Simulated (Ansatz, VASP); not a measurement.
## One calculation of Si2Mo, two programs

```
CELL_PARAMETERS angstrom
4.58547 0.00000 0.00000
-2.29274 3.97113 0.00000
0.00000 0.00000 6.57976
ATOMIC_POSITIONS crystal
Si 0.16387 0.83613 0.83333
Si 0.32775 0.16387 0.16667
Si 0.83613 0.67225 0.50000
Si 0.83613 0.16387 0.83333
Si 0.67225 0.83613 0.16667
Si 0.16387 0.32775 0.50000
Mo 0.50000 0.00000 0.50000
Mo 0.00000 0.50000 0.16667
Mo 0.50000 0.50000 0.83333
```

Alike in both runs: task single point; functional PBE; k mesh 9 × 9 × 6; occupations gaussian, width 0.05 eV; no spin polarisation.

```csv
,VASP,Ansatz
version,VASP 6.6.1,Ansatz 0.2.0
potentials or method,"VASP PAW PBE potentials, release 64 (Si, Mo_sv), cutoff 520 eV","scalar-relativistic, plane waves, PAW"
valence electrons in the cell,66,66
```

|  | VASP | Ansatz | Ansatz less VASP |
| --- | --- | --- | --- |
| gap on the k mesh at the Fermi level (eV) | 0.18 | 0.18 | +0.003 |
| rms of the force components (eV/Å) | 0.003 | 0.005 | +0.0022 |

Atom by atom the forces differ by 0.002 eV/Å (rms over components). The functional is the same, so the differences come from potentials, cutoffs and numerics.
